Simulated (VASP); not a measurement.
Hg:

```
CELL_PARAMETERS angstrom
3.44194 0.00000 0.00000
-1.72097 2.98081 0.00000
0.00000 0.00000 11.06233
ATOMIC_POSITIONS crystal
Hg 0.00000 0.00000 0.00000
Hg 0.33333 0.66667 0.25000
Hg 0.00000 0.00000 0.50000
Hg 0.66667 0.33333 0.75000
```

* Program: VASP 6.6.1
* Task: relaxation of cell and atoms
* Functional: PBE
* Dispersion: D3(BJ)
* Potentials or basis: VASP PAW PBE potentials, release 64 (Hg)
* Cutoff: 600 eV
* k mesh: 15 × 15 × 4
* Occupations: gaussian, width 0.1 eV
* Spin: no spin polarisation

At the start: pressure -1.0 GPa; volume 28.37 Å³/atom.

Q: Where does the relaxation end?

A: Over 5 steps the energy falls by 9.6 meV/atom and the volume is 25.88 Å³/atom (-8.8 %); space group P6_3/mmc (No. 194, to 0.05 Å).

The path:
```tsv
step	energy change (eV)	largest force (eV/Å)	pressure (GPa)	volume (Å³)
1	0.0000	0.0000	-1.04	113.50
2	-0.0175	0.0000	-0.81	110.50
3	-0.0383	0.0000	-0.06	103.82
4	-0.0383	0.0000	0.04	103.30
5	-0.0383	0.0000	0.00	103.50
```

Final structure:
```cif
data_structure
_symmetry_space_group_name_H-M 'P 1'
_symmetry_Int_Tables_number 1
_cell_length_a 3.3444
_cell_length_b 3.3444
_cell_length_c 10.6852
_cell_angle_alpha 90.000
_cell_angle_beta 90.000
_cell_angle_gamma 120.000
_cell_volume 103.50
loop_
_atom_site_label
_atom_site_type_symbol
_atom_site_fract_x
_atom_site_fract_y
_atom_site_fract_z
_atom_site_occupancy
Hg1 Hg 0.00000 0.00000 0.00000 1
Hg2 Hg 0.33333 0.66667 0.25000 1
Hg3 Hg 0.00000 0.00000 0.50000 1
Hg4 Hg 0.66667 0.33333 0.75000 1
```

Caveat: pairwise dispersion overbinds metals, which lowers pressure and volume.
